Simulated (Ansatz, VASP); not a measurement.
## One calculation of SiO2, two programs

The input POSCAR:

```
SiO2
1.0
   -2.3495824127      2.3495824127      3.7477661409
    2.3495824127     -2.3495824127      3.7477661409
    2.3495824127      2.3495824127     -3.7477661409
Si O
2 4
Direct
    0.0000000000      0.0000000000      0.0000000000
    0.7500000000      0.2500000000      0.5000000000
    0.9731664718      0.6250000000      0.8481664718
    0.3750000000      0.2231664718      0.3481664718
    0.7768335282      0.1250000000      0.1518335282
    0.8750000000      0.0268335282      0.6518335282
```

The input INCAR.step1:

```
SYSTEM = SiO2
ALGO = Normal
EDIFF = 1E-4
ENCUT = 520
GGA = PE
ISMEAR = 0
LASPH = .True.
LCHARG = .False.
LREAL = .False.
LWAVE = .True.
NBANDS = 25
NELM = 80
PREC = Accurate
SIGMA = 0.05
```

File INCAR.step2:

```
SYSTEM = SiO2
ALGO = Normal
EDIFF = 1E-6
ENCUT = 520
ISIF = 2
ISMEAR = 0
ISTART = 1
LASPH = .True.
LCHARG = .False.
LMIXTAU = .True.
LREAL = .False.
LWAVE = .False.
METAGGA = R2SCAN
NBANDS = 25
NELM = 80
PREC = Accurate
SIGMA = 0.05
```

Contents of KPOINTS:

```
k-points
0
Gamma
  6 6 6
  0 0 0
```

Input for Ansatz:

```yaml
crystal:
  lattice:
    - [-2.3495824127, 2.3495824127, 3.7477661409]
    - [2.3495824127, -2.3495824127, 3.7477661409]
    - [2.3495824127, 2.3495824127, -3.7477661409]
  atoms:
    - { symbol: Si, position: [0.0, 0.0, 0.0] }
    - { symbol: Si, position: [0.75, 0.25, 0.5] }
    - { symbol: O, position: [0.9731664718, 0.625, 0.8481664718] }
    - { symbol: O, position: [0.375, 0.2231664718, 0.3481664718] }
    - { symbol: O, position: [0.7768335282, 0.125, 0.1518335282] }
    - { symbol: O, position: [0.875, 0.0268335282, 0.6518335282] }
basis:
  ecutwfc: 500
kpoints:
  mp_grid: { grid: [6, 6, 6] }
hamiltonian:
  xc: r2scan
scf:
  occupations: { method: gaussian, width: 0.05 }
output:
  forces: true
  stress: true
  eigenvalues: true
```

Change from the starting cell: strain -0.050 along x and y, +0.025 along z, atoms carried along.

Alike in both runs: task single point; functional r2SCAN; k mesh 6 × 6 × 6; occupations gaussian, width 0.05 eV; no spin polarisation.

```csv
,VASP,Ansatz
version,VASP 6.6.1,Ansatz 0.2.0
potentials or method,"VASP PAW PBE potentials, release 64 (Si, O), cutoff 520 eV","scalar-relativistic, plane waves, PAW"
valence electrons in the cell,32,32
```

VASP gave:

* gap on the k mesh at the Fermi level (eV): 6.79
* least direct gap on the mesh (eV): 6.79
* pressure (GPa): 15.2
* traceless stress, the component that is largest in VASP (GPa): -2.50
* rms of the force components (eV/Å): 0.506

Estimate Ansatz's values.

gap on the k mesh at the Fermi level (eV): 6.79; least direct gap on the mesh (eV): 6.79; pressure (GPa): 14.9; traceless stress, the component that is largest in VASP (GPa): -2.57; rms of the force components (eV/Å): 0.506.

VASP's potentials were made for PBE, not for r2SCAN. Atom by atom the forces differ by 0.000 eV/Å (rms over components). With one functional, cell and mesh, what is left measures potentials, basis and numerics.
